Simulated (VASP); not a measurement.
Set up this calculation in VASP 6.6.1, as the native input.

| Item | Value |
| --- | --- |
| Task | single point |
| Functional | PBE |
| Potentials or basis | VASP PAW PBE potentials, release 64 (Sc_sv, Ga_d, N) |
| Cutoff | 520 eV |
| k mesh | 12 × 12 × 4 |
| Occupations | gaussian, width 0.1 eV |
| Spin | no spin polarisation |
| Dipole correction | no |
| Further INCAR settings | ALGO = Normal; EDIFF = 1e-06; NBANDS = 39 |

The structure of ScGa3N2 lies in POSCAR:

```
ScGa3N2
1.0
    2.9531491189      0.0000000000      0.0000000000
    0.0000000000      2.9531491189      0.0000000000
    0.0000000000      0.0000000000     10.3290701876
Sc Ga N
1 3 2
Direct
    0.0000000000      0.0000000000      0.0000000000
    0.5000000000      0.5000000000      0.2461766609
    0.5000000000      0.5000000000      0.5000000000
    0.5000000000      0.5000000000      0.7538233391
    0.0000000000      0.0000000000      0.2025678895
    0.0000000000      0.0000000000      0.7974321105
```

The cell was built from a structure type or drawn by symmetry, and may not be a known phase.

One way to write it, as run:

INCAR

```
SYSTEM = ScGa3N2
ALGO = Normal
EDIFF = 1E-6
ENCUT = 520
GGA = PE
ISIF = 2
ISMEAR = 0
LASPH = .TRUE.
LCHARG = .TRUE.
LELF = .TRUE.
LREAL = .FALSE.
LVHAR = .TRUE.
LWAVE = .FALSE.
NBANDS = 39
NELM = 100
PREC = Accurate
SIGMA = 0.1
```

KPOINTS

```
k-points
0
G
  12 12 4
  0 0 0
```

Potentials or basis: VASP PAW PBE potentials, release 64 (Sc_sv, Ga_d, N).

Command:

```bash
$ cat potpaw_PBE.64/Sc_sv/POTCAR potpaw_PBE.64/Ga_d/POTCAR potpaw_PBE.64/N/POTCAR > POTCAR
$ mpirun -np 1 vasp_std > vasp.out
```

Results of the run:

* Pressure: 0.4 GPa
* Largest force: 0.052 eV/Å
* Band gap on the k mesh: zero (bands 30 and 31 overlap by 0.95 eV)

It took 120 s on 1 thread of Intel(R) Xeon(R) 6975P-C (Granite Rapids), on a shared host, peak memory 0.38 GiB.
